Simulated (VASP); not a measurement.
# Te (R-3m) in VASP: a series of runs

Runs on Te. Level: PBEsol. Tasks: electric field gradients.

All numbers are computed with VASP 6.6.1; they aren't measurements. Logs are shortened: lines on timing, memory, paths and dates and some standing lists are left out, and cuts for length are marked.

## (1) The cell of the first run

It takes space group R-3m (No. 166, trigonal). Conventional cell: a = 4.680 Å, b = 4.680 Å, c = 11.465 Å, α = 90.00°, β = 90.00°, γ = 120.00°. Within 3.7 Å of Te (site symmetry 3m) lie 4 Te at 2.78 to 3.15 Å.

## (2) Electric field gradients, PBEsol (shortest bond scaled by 1.1)

INCAR

```
  ALGO = Normal
  EDIFF = 1E-8
  ENCUT = 520
  GGA = PS
  ISIF = 2
  ISMEAR = -1
  LASPH = True
  LCHARG = False
  LEFG = True
  LREAL = False
  LWAVE = False
  NBANDS = 13
  NELM = 80
  PREC = Accurate
  SIGMA = 0.05
```

KPOINTS

```
k-points
0
Gamma
  8 8 8
```

POSCAR

```
Te
1.0
    0.0000000000      3.3095529740      3.3095529740
    3.3095529740      0.0000000000      3.3095529740
    3.3095529740      3.3095529740      0.0000000000
Te
2
Direct
   -0.0875000000     -0.1375000000     -0.1375000000
    0.0875000000      0.1375000000      0.1375000000
```

Potentials or basis: VASP PAW PBE potentials, release 64 (Te).

On the command line:

```sh
$ cat potpaw_PBE.64/Te/POTCAR > POTCAR
$ mpirun -np 1 vasp_std > vasp.out
```

OUTCAR:

```text
EDIFF = 1E-8
   ENCUT = 520
   GGA = PS
   ISIF = 2
   ISMEAR = -1
   LASPH = True
   LREAL = False
   NELM = 80
   PREC = Accurate

 ion  position               nearest neighbor table
   1  0.913  0.862  0.862-   2 2.78   2 2.78   2 2.78   2 3.15
   2  0.087  0.138  0.138-   1 2.78   1 2.78   1 2.78   1 3.15

  LATTYP: Found a face centered cubic cell.
 ALAT       =     6.6191059480

  Lattice vectors:

 A1 = (   0.0000000000,   3.3095529740,   3.3095529740)
 A2 = (   3.3095529740,   0.0000000000,   3.3095529740)
 A3 = (   3.3095529740,   3.3095529740,   0.0000000000)

Analysis of symmetry for initial positions (statically):
=====================================================================
 Subroutine PRICEL returns:
 Original cell was already a primitive cell.

 Routine SETGRP: Setting up the symmetry group for a
 face centered cubic supercell.

 Subroutine GETGRP returns: Found 12 space group operations
 (whereof  4 operations were pure point group operations)
 out of a pool of 48 trial point group operations.

The static configuration has the point symmetry C_2h.
 The point group associated with its full space group is D_3d.

Analysis of symmetry for dynamics (positions and initial velocities):
=====================================================================
 Subroutine PRICEL returns:
 Original cell was already a primitive cell.

 Routine SETGRP: Setting up the symmetry group for a
 face centered cubic supercell.

 Subroutine GETGRP returns: Found 12 space group operations
 (whereof  4 operations were pure point group operations)
 out of a pool of 48 trial point group operations.

The dynamic configuration has the point symmetry C_2h.
 The point group associated with its full space group is D_3d.

 Subroutine INISYM returns: Found 12 space group operations
 (whereof  4 operations are pure point group operations),
 and found     1 'primitive' translations

----------------------------------------------------------------------------------------

                                     Primitive cell

  volume of cell :      72.5000

  direct lattice vectors                    reciprocal lattice vectors
     0.000000000  3.309552974  3.309552974    -0.151077805  0.151077805  0.151077805
[... 137 lines left out ...]
 fundamental gap:      0.0302335493
 Fermi energy:         5.5163027633

 k-point     1 :       0.0000    0.0000    0.0000
  band No.  band energies     occupation
      1      -8.9646      2.00000
      2      -2.2646      2.00000
      3       1.2941      2.00000
      4       1.2941      2.00000
      5       3.2654      2.00000
      6       3.7510      2.00000
      7       4.9865      1.99995
      8       4.9865      1.99995
      9       8.8517      0.00000
     10      11.3951      0.00000
     11      11.3951      0.00000
     12      12.1992      0.00000
     13      13.1391      0.00000
[... 354 lines left out ...]
  band No.  band energies     occupation
      1      -8.2062      2.00000
      2      -4.5792      2.00000
      3       0.2649      2.00000
      4       2.2008      2.00000
      5       2.4884      2.00000
      6       4.7354      2.00000
      7       5.9392      0.00042
      8       6.9666      0.00000
      9      10.0533      0.00000
     10      10.7393      0.00000
     11      10.9815      0.00000
     12      13.0189      0.00000
     13      14.3793      0.00000

 [... further k-points ...]

------------------------ aborting loop because EDIFF is reached ----------------------------------------

  FORCE on cell =-STRESS in cart. coord.  units (eV):
  Direction    XX          YY          ZZ          XY          YZ          ZX
  --------------------------------------------------------------------------------------
  -------------------------------------------------------------------------------------
  Total        4.2679523      4.2679523      4.2679523      0.3775945     -0.3775945      0.3775945
  in kB       94.3174688     94.3174688     94.3174688      8.3444603     -8.3444603      8.3444603
  external PRESSURE =      94.3174688 kB  Pullay stress =       0.0000000 kB

 VOLUME and BASIS-vectors are now :
 -----------------------------------------------------------------------------
  energy-cutoff  :      520.00
  volume of cell :       72.50
      direct lattice vectors                 reciprocal lattice vectors
     0.000000000  3.309552974  3.309552974    -0.151077805  0.151077805  0.151077805
     3.309552974  0.000000000  3.309552974     0.151077805 -0.151077805  0.151077805
     3.309552974  3.309552974  0.000000000     0.151077805  0.151077805 -0.151077805

 POSITION                                       TOTAL-FORCE (eV/Angst)
 -----------------------------------------------------------------------------------
      5.70898      5.87446      5.87446        -0.033609      0.033609      0.033609
      0.91013      0.74465      0.74465         0.033609     -0.033609     -0.033609
 -----------------------------------------------------------------------------------
    total drift:                                0.000000     -0.000000      0.000000

  FREE ENERGIE OF THE ION-ELECTRON SYSTEM (eV)
  ---------------------------------------------------
  free  energy   TOTEN  =        -5.7762970979 eV

  energy  without entropy=       -5.7661948546  energy(sigma->0) =       -5.77124598

 Electric field gradients (V/A^2)
---------------------------------------------------------------------
 ion       V_xx      V_yy      V_zz      V_xy      V_xz      V_yz
---------------------------------------------------------------------
   1      -0.000     0.000     0.000   162.395   162.395  -162.395
   2      -0.000     0.000     0.000   162.395   162.395  -162.395
---------------------------------------------------------------------

 Electric field gradients after diagonalization (V/A^2)
 (convention: |V_zz| > |V_xx| > |V_yy|)
----------------------------------------------------------------------
 ion       V_xx      V_yy      V_zz     asymmetry (V_yy - V_xx)/ V_zz
----------------------------------------------------------------------
   1     162.395   162.395  -324.791       0.000
   2     162.395   162.395  -324.791       0.000
----------------------------------------------------------------------

           NMR quadrupolar parameters

 Cq : quadrupolar parameter    Cq=e*Q*V_zz/h
 eta: asymmetry parameters     (V_yy - V_xx)/ V_zz
 Q  : nuclear electric quadrupole moment in mb (millibarn)
----------------------------------------------------------------------
 ion       Cq(MHz)       eta       Q (mb)
----------------------------------------------------------------------
   1      -0.785       0.000       1.000
   2      -0.785       0.000       1.000
----------------------------------------------------------------------
```

OSZICAR:

```text
N       E                     dE             d eps       ncg     rms          rms(c)
DAV:   1     0.439092499559E+02    0.43909E+02   -0.43086E+03  1690   0.727E+02
DAV:   2    -0.290054285495E+01   -0.46810E+02   -0.44304E+02  2263   0.110E+02
DAV:   3    -0.574497304718E+01   -0.28444E+01   -0.28235E+01  2148   0.297E+01
DAV:   4    -0.579847558810E+01   -0.53503E-01   -0.53495E-01  2150   0.483E+00
DAV:   5    -0.579962004940E+01   -0.11445E-02   -0.11445E-02  2241   0.658E-01    0.168E+01
DAV:   6    -0.578234258889E+01    0.17277E-01   -0.12215E-02  1970   0.507E-01    0.102E+01
DAV:   7    -0.577657717495E+01    0.57654E-02   -0.20382E-02  1970   0.659E-01    0.179E-01
DAV:   8    -0.577628663707E+01    0.29054E-03   -0.17332E-03  1865   0.217E-01    0.876E-02
DAV:   9    -0.577629472459E+01   -0.80875E-05   -0.47605E-05  2220   0.418E-02    0.305E-02
DAV:  10    -0.577629717221E+01   -0.24476E-05   -0.23011E-06  2006   0.935E-03    0.140E-02
DAV:  11    -0.577629712861E+01    0.43595E-07   -0.63741E-07  2005   0.421E-03    0.349E-03
DAV:  12    -0.577629709348E+01    0.35134E-07   -0.77097E-08  1975   0.159E-03    0.139E-03
DAV:  13    -0.577629709787E+01   -0.43940E-08   -0.37837E-09  1520   0.371E-04
   1 F= -.57762971E+01 E0= -.57712460E+01  d E =-.101022E-01
```

stdout:

```text
POSCAR found type information on POSCAR Te
 POSCAR found :  1 types and       2 ions
 scaLAPACK will be used
 -----------------------------------------------------------------------------
|                                                                             |
|                                                                             |
|     You enforced a specific xc type in the INCAR file but a different       |
|     I HOPE YOU KNOW WHAT YOU ARE DOING!                                     |
|                                                                             |
 -----------------------------------------------------------------------------

 LDA part: xc-table for (Slater+PW92), standard interpolation
 POSCAR, INCAR and KPOINTS ok, starting setup
 FFT: planning ... GRIDC
 FFT: planning ... GRID_SOFT
 FFT: planning ... GRID
 WAVECAR not read
 entering main loop
ion   1

ion   2
```

It took 45 s on 1 thread of Intel Xeon 6975P-C, shared host; peak memory 0.22 GiB.

Results:

```
Free energy            : -5.7763 eV
Pressure               : 9.4 GPa
Largest force          : 0.058 eV/Å
Band gap on the k mesh : zero (band 6 reaches 5.84 eV, above the bottom of band 7 at 4.99 eV)
```

Forces in eV/Å, atoms in the order of the input:
```
Te  -0.034  0.034  0.034
Te   0.034 -0.034 -0.034
```

Electric field gradients, principal values (V/Å²):
| atom | least | middle | greatest (by size) |
| --- | --- | --- | --- |
| 1 Te | 162.395 | 162.395 | -324.791 |
| 2 Te | 162.395 | 162.395 | -324.791 |

Caveat: the cell differs from its parent crystal (shortest bond scaled by 1.1); without QUAD_EFG the Cq values of the log hold for a quadrupole moment of 1 mb, not for the nuclei; the PAW data sets were made with another functional, which shifts forces and pressure a little; spin-orbit coupling is left out, which moves the levels of the heavy elements.

## (3) Electric field gradients, PBEsol (shortest bond scaled by 0.82)

INCAR

```
PREC = Accurate
ENCUT = 520
EDIFF = 1E-8
ISMEAR = -1
SIGMA = 0.05
LREAL = F
LASPH = T
NELM = 100
ALGO = Normal
ISIF = 2
LWAVE = F
LCHARG = F
GGA = PS
LEFG = T
NBANDS = 13
```

KPOINTS

```
Automatic mesh
0
Gamma
  8 8 8
```

POSCAR

```
Te
1.0
    0.0000000000      3.3095529740      3.3095529740
    3.3095529740      0.0000000000      3.3095529740
    3.3095529740      3.3095529740      0.0000000000
Te
2
Direct
   -0.1925000000     -0.1025000000     -0.1025000000
    0.1925000000      0.1025000000      0.1025000000
```

Potentials or basis: VASP PAW PBE potentials, release 64 (Te).

On the command line:

```sh
$ cat potpaw_PBE.64/Te/POTCAR > POTCAR
$ mpirun -np 1 vasp_std > vasp.out
```

OUTCAR:

```text
PREC = Accurate
   ENCUT = 520
   EDIFF = 1E-8
   ISMEAR = -1
   LREAL = F
   LASPH = T
   NELM = 100
   ISIF = 2
   GGA = PS

 ion  position               nearest neighbor table
   1  0.807  0.898  0.898-   2 2.35   2 3.08   2 3.08   2 3.08
   2  0.193  0.102  0.102-   1 2.35   1 3.08   1 3.08   1 3.08

  LATTYP: Found a face centered cubic cell.
 ALAT       =     6.6191059480

  Lattice vectors:

 A1 = (   0.0000000000,   3.3095529740,   3.3095529740)
 A2 = (   3.3095529740,   0.0000000000,   3.3095529740)
 A3 = (   3.3095529740,   3.3095529740,   0.0000000000)

Analysis of symmetry for initial positions (statically):
=====================================================================
 Subroutine PRICEL returns:
 Original cell was already a primitive cell.

 Routine SETGRP: Setting up the symmetry group for a
 face centered cubic supercell.

[... 572 lines left out ...]
  energy-cutoff  :      520.00
  volume of cell :       72.50
      direct lattice vectors                 reciprocal lattice vectors
     0.000000000  3.309552974  3.309552974    -0.151077805  0.151077805  0.151077805
     3.309552974  0.000000000  3.309552974     0.151077805 -0.151077805  0.151077805
     3.309552974  3.309552974  0.000000000     0.151077805  0.151077805 -0.151077805

 POSITION                                       TOTAL-FORCE (eV/Angst)
 -----------------------------------------------------------------------------------
      5.94065      5.64279      5.64279        -2.949093      2.949093      2.949093
      0.67846      0.97632      0.97632         2.949093     -2.949093     -2.949093
 -----------------------------------------------------------------------------------
    total drift:                                0.000000     -0.000000      0.000000

  FREE ENERGIE OF THE ION-ELECTRON SYSTEM (eV)
  ---------------------------------------------------
  free  energy   TOTEN  =        -5.2661096181 eV

  energy  without entropy=       -5.2599033228  energy(sigma->0) =       -5.26300647

 Electric field gradients (V/A^2)
---------------------------------------------------------------------
 ion       V_xx      V_yy      V_zz      V_xy      V_xz      V_yz
---------------------------------------------------------------------
   1       0.000    -0.000    -0.000   -73.848   -73.848    73.849
   2       0.000    -0.000    -0.000   -73.848   -73.848    73.849
---------------------------------------------------------------------

 Electric field gradients after diagonalization (V/A^2)
 (convention: |V_zz| > |V_xx| > |V_yy|)
----------------------------------------------------------------------
 ion       V_xx      V_yy      V_zz     asymmetry (V_yy - V_xx)/ V_zz
----------------------------------------------------------------------
   1     -73.849   -73.848   147.697       0.000
   2     -73.849   -73.848   147.697       0.000
----------------------------------------------------------------------

           NMR quadrupolar parameters

 Cq : quadrupolar parameter    Cq=e*Q*V_zz/h
 eta: asymmetry parameters     (V_yy - V_xx)/ V_zz
 Q  : nuclear electric quadrupole moment in mb (millibarn)
----------------------------------------------------------------------
 ion       Cq(MHz)       eta       Q (mb)
----------------------------------------------------------------------
   1       0.357       0.000       1.000
   2       0.357       0.000       1.000
----------------------------------------------------------------------
```

Run time: 50 s. Hardware: 1 thread of Intel Xeon 6975P-C, shared host; peak memory 0.23 GiB.

What came out:

```
Free energy            : -5.2661 eV
Pressure               : 16.5 GPa
Largest force          : 5.108 eV/Å
Band gap on the k mesh : zero (band 6 reaches 6.33 eV, above the bottom of band 7 at 3.37 eV)
```

Forces on the atoms (eV/Å):
```
Te  -2.949  2.949  2.949
Te   2.949 -2.949 -2.949
```

Stress tensor (GPa, compression positive):
```
 16.51 -10.24 -10.24
-10.24  16.51  10.24
-10.24  10.24  16.51
```

Electric field gradients, principal values (V/Å²):
```tsv
atom	least	middle	greatest (by size)
1 Te	-73.848	-73.849	147.697
2 Te	-73.848	-73.849	147.697
```

Caveat: the cell differs from its parent crystal (shortest bond scaled by 0.82); without QUAD_EFG the Cq values of the log hold for a quadrupole moment of 1 mb, not for the nuclei; the PAW data sets were made with another functional, which shifts forces and pressure a little; spin-orbit coupling is left out, which moves the levels of the heavy elements.

(Continued in part 2 of 2.)
